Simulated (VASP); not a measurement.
Input of a VASP 6.6.1 run:

The input INCAR:

```
SYSTEM = CdI2
PREC = Accurate
ENCUT = 500
EDIFF = 1E-6
ISMEAR = 0
SIGMA = 0.02
LREAL = .FALSE.
LASPH = .TRUE.
NELM = 120
ALGO = Normal
ISIF = 2
LWAVE = .FALSE.
LCHARG = .FALSE.
GGA = PE
IVDW = 12
NBANDS = 20
GGA_COMPAT = .FALSE.
```

File KPOINTS:

```
Automatic mesh
0
G
  6 6 4
  0 0 0
```

The input POSCAR:

```
CdI2
1.0
    4.2108357411      0.0000000000      0.0000000000
   -2.1054178706      3.6466907230      0.0000000000
    0.0000000000      0.0000000000      6.7229167850
Cd I
1 2
Direct
    0.0000000000      0.0000000000      0.0000000000
    0.3333333333      0.6666666667      0.2580560726
    0.6666666667      0.3333333333      0.7419439274
```

Potentials or basis: VASP PAW PBE potentials, release 64 (Cd, I).

Launch:

```sh
$ cat potpaw_PBE.64/Cd/POTCAR potpaw_PBE.64/I/POTCAR > POTCAR
$ mpirun -np 1 vasp_std > vasp.out
```

(1) Estimate the dispersion energy per atom.

(2) Estimate the pressure.

(3) Estimate the largest force.

(4) Estimate the band gap on the k mesh.

Answers

(1) -0.345 eV.

(2) 0.7 GPa.

(3) 0.016 eV/Å.

(4) 2.31 eV (least direct gap 2.56 eV).

Caveat: spin-orbit coupling is left out, which moves the levels of the heavy elements.
